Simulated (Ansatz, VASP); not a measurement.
Two plane-wave programs on BaB3

```
CELL_PARAMETERS angstrom
4.07334 0.00000 0.00000
0.00000 4.07334 0.00000
0.00000 0.00000 4.07334
ATOMIC_POSITIONS crystal
Ba 0.00000 0.00000 0.00000
B 0.00000 0.50000 0.50000
B 0.50000 0.00000 0.50000
B 0.50000 0.50000 0.00000
```

Alike in both runs: functional PBE; k mesh 4 × 4 × 4; occupations gaussian, width 0.1 eV; no spin polarisation.

Ansatz relaxed the structure, and its values are those at the end. VASP's run is a single point on that final structure, the one shown.

|  | VASP | Ansatz |
| --- | --- | --- |
| version | VASP 6.6.1 | Ansatz 0.2.0 |
| potentials or method | VASP PAW PBE potentials, release 64 (Ba_sv, B), cutoff 520 eV | scalar-relativistic, plane waves, PAW |
| valence electrons in the cell | 19 | 19 |

Ansatz gave:

* gap on the k mesh at the Fermi level (eV): none
* pressure (GPa): 0.2

Problem. What did VASP give for the same quantities?

Solution. gap on the k mesh at the Fermi level (eV): none; pressure (GPa): 1.3.

A gap of «none» marks a metal or a gap that the smearing closes. The functional is the same, so the differences come from potentials, cutoffs and numerics.

The k mesh is coarse, so the values compare programs but aren't converged. Spin-orbit coupling is off throughout.
